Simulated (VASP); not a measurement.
# Li (P6_3/mmc) in VASP: a series of runs, part 2 of 2

VASP 6.6.1. The steps go on from the part before.

### 4 Single point, r2SCAN

This run uses another cell than the first one, of 20.98 Å³/atom, 1.035 times its volume.

POSCAR

```
Li
1.0
    3.0899013802      0.0000000000      0.0000000000
   -1.5449506901      2.6759330904      0.0000000000
    0.0000000000      0.0000000000      5.0737280642
Li
2
Direct
    0.3333333333      0.6666666667      0.7500000000
    0.6666666667      0.3333333333      0.2500000000
```

INCAR.step1

```
SYSTEM = Li
PREC = Accurate
ENCUT = 520
ISMEAR = 0
SIGMA = 0.05
LREAL = .FALSE.
LASPH = .TRUE.
NELM = 80
NBANDS = 10
GGA = PE
ALGO = Normal
EDIFF = 1E-4
LWAVE = .TRUE.
LCHARG = .FALSE.
```

INCAR.step2

```
SYSTEM = Li
PREC = Accurate
ENCUT = 520
EDIFF = 1E-6
ISMEAR = 0
SIGMA = 0.05
LREAL = .FALSE.
LASPH = .TRUE.
NELM = 80
ALGO = Normal
ISIF = 2
LWAVE = .FALSE.
LCHARG = .FALSE.
METAGGA = R2SCAN
LMIXTAU = .TRUE.
NBANDS = 10
ISTART = 1
```

KPOINTS

```
Automatic mesh
0
G
  16 16 8
  0 0 0
```

Potentials or basis: VASP PAW PBE potentials, release 64 (Li_sv).

Run with:

```console
> cat potpaw_PBE.64/Li_sv/POTCAR > POTCAR
> cp INCAR.step1 INCAR
> mpirun -np 1 vasp_std > vasp.out
> cp INCAR.step2 INCAR
> mpirun -np 1 vasp_std > vasp.out
```

OUTCAR:

```text
SYSTEM = Li
   PREC = Accurate
   ENCUT = 520
   EDIFF = 1E-6
   ISMEAR = 0
   LREAL = .FALSE.
   LASPH = .TRUE.
   NELM = 80
   ISIF = 2
   METAGGA = R2SCAN
   ISTART = 1

 ion  position               nearest neighbor table
   1  0.333  0.667  0.750-
   2  0.667  0.333  0.250-

  LATTYP: Found a hexagonal cell.
 ALAT       =     3.0899013802
 C/A-ratio  =     1.6420355992

  Lattice vectors:

 A1 = (   3.0899013802,   0.0000000000,   0.0000000000)
 A2 = (  -1.5449506901,   2.6759330904,   0.0000000000)
 A3 = (   0.0000000000,   0.0000000000,   5.0737280642)

Analysis of symmetry for initial positions (statically):
=====================================================================
 Subroutine PRICEL returns:
 Original cell was already a primitive cell.

 Routine SETGRP: Setting up the symmetry group for a
 hexagonal supercell.

 Subroutine GETGRP returns: Found 24 space group operations
 (whereof 12 operations were pure point group operations)
 out of a pool of 24 trial point group operations.

The static configuration has the point symmetry D_3d.
 The point group associated with its full space group is D_6h.
[... 171 lines left out ...]
  band No.  band energies     occupation
      1     -47.5934      2.00000
      2     -47.5771      2.00000
      3      -3.2805      2.00000
      4       0.5129      1.38903
      5       3.5389      0.00000
      6      14.0998      0.00000
      7      14.1008      0.00000
      8      15.5076      0.00000
      9      15.5084      0.00000
     10      16.1920      0.00000
[... 287 lines left out ...]
 k-point    24 :       0.2500    0.1875    0.0000
  band No.  band energies     occupation
      1     -47.5792      2.00000
      2     -47.5717      2.00000
      3      -0.7947      2.00000
      4       3.7022      0.00000
      5       3.9320      0.00000
      6       5.7481      0.00000
      7       7.9356      0.00000
      8      10.4498      0.00000
      9      12.2634      0.00000
     10      12.5064      0.00000

 [... further k-points ...]

------------------------ aborting loop because EDIFF is reached ----------------------------------------

  FORCE on cell =-STRESS in cart. coord.  units (eV):
  Direction    XX          YY          ZZ          XY          YZ          ZX
  --------------------------------------------------------------------------------------
  -------------------------------------------------------------------------------------
  Total        0.0060555      0.0060555     -0.0338141      0.0000000     -0.0000000      0.0000000
  in kB        0.2312680      0.2312680     -1.2914026      0.0000000     -0.0000000      0.0000000
  external PRESSURE =      -0.2762889 kB  Pullay stress =       0.0000000 kB

 VOLUME and BASIS-vectors are now :
 -----------------------------------------------------------------------------
  energy-cutoff  :      520.00
  volume of cell :       41.95
      direct lattice vectors                 reciprocal lattice vectors
     3.089901380  0.000000000  0.000000000     0.323634925  0.186850711  0.000000000
    -1.544950690  2.675933090  0.000000000     0.000000000  0.373701422  0.000000000
     0.000000000  0.000000000  5.073728064     0.000000000  0.000000000  0.197093732

 POSITION                                       TOTAL-FORCE (eV/Angst)
 -----------------------------------------------------------------------------------
     -0.00000      1.78396      3.80530        -0.000000      0.000000      0.000000
      1.54495      0.89198      1.26843         0.000000     -0.000000      0.000000
 -----------------------------------------------------------------------------------
    total drift:                                0.000000     -0.000000      0.000000

  FREE ENERGIE OF THE ION-ELECTRON SYSTEM (eV)
  ---------------------------------------------------
  free  energy   TOTEN  =        -4.7700551221 eV

  energy  without entropy=       -4.7694251152  energy(sigma->0) =       -4.76974012
```

Run time: 2.8 min. Hardware: 1 thread of Intel Xeon 6975P-C, shared host; peak memory 0.19 GiB.

Results:

- Free energy: -4.7701 eV
- Band gap on the k mesh: zero (band 3 reaches 2.60 eV, above the bottom of band 4 at -2.09 eV)

Caveat: the cutoff is under 1.25 times the usual one of these potentials, so pressure, stress and relaxed cells hold a basis-set (Pulay) error; the PAW data sets were made with another functional, which shifts forces and pressure a little.

### 5 Relaxation of shape and atoms at fixed volume, r2SCAN

POSCAR

```
Li
1.0
    3.0811107003      0.0000000000      0.0000000000
   -1.5405553502      2.6683201383      0.0000000000
    0.0000000000      0.0000000000      4.9304333788
Li
2
Direct
    0.3333333333      0.6666666667      0.7500000000
    0.6666666667      0.3333333333      0.2500000000
```

INCAR.step1

```
SYSTEM = Li
ALGO     = Normal         ! electronic algorithm
EDIFF    = 1E-4           ! SCF threshold, eV
ENCUT    = 600            ! plane-wave cutoff, eV
GGA      = PE             ! functional
ISMEAR   = 0              ! smearing method
LASPH    = .TRUE.         ! aspherical terms in the spheres
LCHARG   = .FALSE.        ! write CHGCAR
LREAL    = .FALSE.        ! projectors in reciprocal space
LWAVE    = .TRUE.         ! write WAVECAR
NELM     = 80             ! most SCF steps
PREC     = Accurate       ! precision mode
SIGMA    = 0.05           ! smearing width, eV
```

INCAR.step2

```
SYSTEM = Li
ALGO     = Normal         ! electronic algorithm
EDIFF    = 1E-7           ! SCF threshold, eV
EDIFFG   = -0.02          ! ionic threshold
ENCUT    = 600            ! plane-wave cutoff, eV
IBRION   = 2              ! ionic algorithm
ISIF     = 4              ! what is computed and relaxed
ISMEAR   = 0              ! smearing method
ISTART   = 1            
LASPH    = .TRUE.         ! aspherical terms in the spheres
LCHARG   = .FALSE.        ! write CHGCAR
LMIXTAU  = .TRUE.       
LREAL    = .FALSE.        ! projectors in reciprocal space
LWAVE    = .FALSE.        ! write WAVECAR
METAGGA  = R2SCAN         ! meta-GGA
NELM     = 80             ! most SCF steps
NSW      = 60             ! ionic steps
PREC     = Accurate       ! precision mode
SIGMA    = 0.05           ! smearing width, eV
```

KPOINTS

```
k-points
0
G
  16 16 8
  0 0 0
```

Run with:

```console
> cat potpaw_PBE.64/Li_sv/POTCAR > POTCAR
> cp INCAR.step1 INCAR
> mpirun -np 1 vasp_std > vasp.out
> cp INCAR.step2 INCAR
> mpirun -np 1 vasp_std > vasp.out
```

Run time: 8.9 min. Hardware: 1 thread of Intel Xeon 6975P-C, shared host; peak memory 0.2 GiB.

The run converged. Its results:

```
Free energy               : -4.7695 eV
Energy gained by relaxing : 1.2 meV/atom
Ionic steps               : 3
Pressure after relaxing   : 0.1 GPa
Band gap on the k mesh    : zero (band 3 reaches 2.72 eV, above the bottom of band 4 at -2.03 eV)
```

Stress tensor (GPa, compression positive):
```
-0.01  0.00  0.00
 0.00 -0.01  0.00
 0.00  0.00  0.19
```

Step by step:
```csv
step,energy change (eV),largest force (eV/Å),pressure (GPa),volume (Å³)
1,0.0000,0.0000,0.16,40.54
2,-0.0008,0.0000,0.14,40.54
3,-0.0023,0.0000,0.05,40.54
```

Final structure:
```
Li
1.0
     3.05890    0.00000    0.00000
    -1.52945    2.64909    0.00000
     0.00000    0.00000    5.00229
Li
2
Direct
  0.33333 0.66667 0.75000
  0.66667 0.33333 0.25000
```

Levels at points of the mesh, in eV from the Fermi level:
| k point | band 1 | band 2 | band 3 | band 4 | band 5 | band 6 |
| --- | --- | --- | --- | --- | --- | --- |
| (0.00, 0.00, 0.00) | -48.04 | -48.03 | -3.86 | -0.01 | 3.15 | 13.83 |
| (0.50, 0.00, 0.00) | -48.02 | -48.02 | -0.08 | 1.14 | 5.12 | 6.25 |
| (0.00, 0.00, 0.50) | -48.03 | -48.03 | -2.65 | -2.65 | 8.65 | 8.65 |
| (0.50, 0.00, 0.50) | -48.02 | -48.02 | 0.76 | 0.76 | 3.78 | 3.78 |

Caveat: the cutoff is under 1.25 times the usual one of these potentials, so pressure, stress and relaxed cells hold a basis-set (Pulay) error; the PAW data sets were made with another functional, which shifts forces and pressure a little.

### 6 Relaxation of shape and atoms at fixed volume, r2SCAN

This run uses another cell than the first one, of 20.35 Å³/atom, 1.004 times its volume.

POSCAR

```
Li
1.0
    3.0587943637      0.0000000000      0.0000000000
   -1.5293971819      2.6489936239      0.0000000000
    0.0000000000      0.0000000000      5.0226492358
Li
2
Direct
    0.3333333333      0.6666666667      0.7500000000
    0.6666666667      0.3333333333      0.2500000000
```

INCAR.step1

```
ALGO = Normal ; EDIFF = 1E-4
ENCUT = 600 ; GGA = PE
ISMEAR = 0 ; LASPH = T
LCHARG = F ; LREAL = F
LWAVE = T ; NELM = 100
PREC = Accurate ; SIGMA = 0.05
```

INCAR.step2

```
ALGO = Normal ; EDIFF = 1E-7
EDIFFG = -0.01 ; ENCUT = 600
IBRION = 2 ; ISIF = 4
ISMEAR = 0 ; ISTART = 1
LASPH = T ; LCHARG = F
LMIXTAU = T ; LREAL = F
LWAVE = F ; METAGGA = R2SCAN
NELM = 100 ; NSW = 60
PREC = Accurate ; SIGMA = 0.05
```

KPOINTS

```
k-points
0
Gamma
  16 16 8
```

Potentials or basis: VASP PAW PBE potentials, release 64 (Li_sv).

Run with:

```console
> cat potpaw_PBE.64/Li_sv/POTCAR > POTCAR
> cp INCAR.step1 INCAR
> mpirun -np 1 vasp_std > vasp.out
> cp INCAR.step2 INCAR
> mpirun -np 1 vasp_std > vasp.out
```

It took 6.1 min on 1 thread of Intel Xeon 6975P-C, shared host; peak memory 0.19 GiB.

The run converged. Its results:

- Free energy: -4.7695 eV
- Energy gained by relaxing: 0.2 meV/atom
- Ionic steps: 4
- Pressure after relaxing: 0.2 GPa
- Band gap on the k mesh: zero (band 3 reaches 2.69 eV, above the bottom of band 4 at -2.04 eV)

The path:
```csv
step,energy change (eV),largest force (eV/Å),pressure (GPa),volume (Å³)
1,0.0000,0.0000,0.19,40.70
2,-0.0002,0.0000,0.19,40.70
3,-0.0002,0.0000,0.18,40.70
4,-0.0003,0.0000,0.17,40.70
```

Final structure:
```
Li
1.0
     3.06684    0.00000    0.00000
    -1.53342    2.65596    0.00000
     0.00000    0.00000    4.99633
Li
2
Cartesian
  0.0000 1.7706 3.7472
  1.5334 0.8853 1.2491
```

Levels at points of the mesh, in eV from the Fermi level:
```
           k point  band 1  band 2  band 3  band 4  band 5  band 6  band 7
(0.00, 0.00, 0.00)  -48.04  -48.02   -3.86    0.02    3.16   13.74   13.74
(0.50, 0.00, 0.00)  -48.02  -48.02   -0.08    1.13    5.11    6.25    6.82
(0.00, 0.00, 0.50)  -48.03  -48.03   -2.64   -2.64    8.68    8.68   14.79
(0.50, 0.00, 0.50)  -48.02  -48.02    0.76    0.76    3.76    3.76   10.76
```

Caveat: the cutoff is under 1.25 times the usual one of these potentials, so pressure, stress and relaxed cells hold a basis-set (Pulay) error; the PAW data sets were made with another functional, which shifts forces and pressure a little.

### 7 Summary

| task | cell | cutoff (eV) | gap on the mesh (eV) | pressure (GPa) | relaxed volume (Å³/atom) |
| --- | --- | --- | --- | --- | --- |
| single point | a = 3.055, b = 3.055, c = 5.016 Å, angles 90.0, 90.0, 120.0°, 2 atoms | 520 | none | - | - |
| single point | a = 3.059, b = 3.059, c = 5.023 Å, angles 90.0, 90.0, 120.0°, 2 atoms | 520 | none | - | - |
| single point | a = 3.090, b = 3.090, c = 5.074 Å, angles 90.0, 90.0, 120.0°, 2 atoms | 520 | none | - | - |
| relaxation of shape and atoms at fixed volume | relaxed from a = 3.081, b = 3.081, c = 4.930 Å, angles 90.0, 90.0, 120.0°, 2 atoms | 600 | none | 0.1 | 20.27 |
| relaxation of shape and atoms at fixed volume | relaxed from a = 3.059, b = 3.059, c = 5.023 Å, angles 90.0, 90.0, 120.0°, 2 atoms | 600 | none | 0.2 | 20.35 |

Alike in all rows: level r2SCAN; potentials or basis VASP PAW PBE potentials, release 64 (Li_sv); no spin polarisation; k mesh 16 × 16 × 8; smearing gaussian 0.05 eV.

Caveats: the cutoff is under 1.25 times the usual one of these potentials, so pressure, stress and relaxed cells hold a basis-set (Pulay) error; the PAW data sets were made with another functional, which shifts forces and pressure a little.

Total energies depend on the potentials used, so only differences within one code and one set of settings carry meaning.
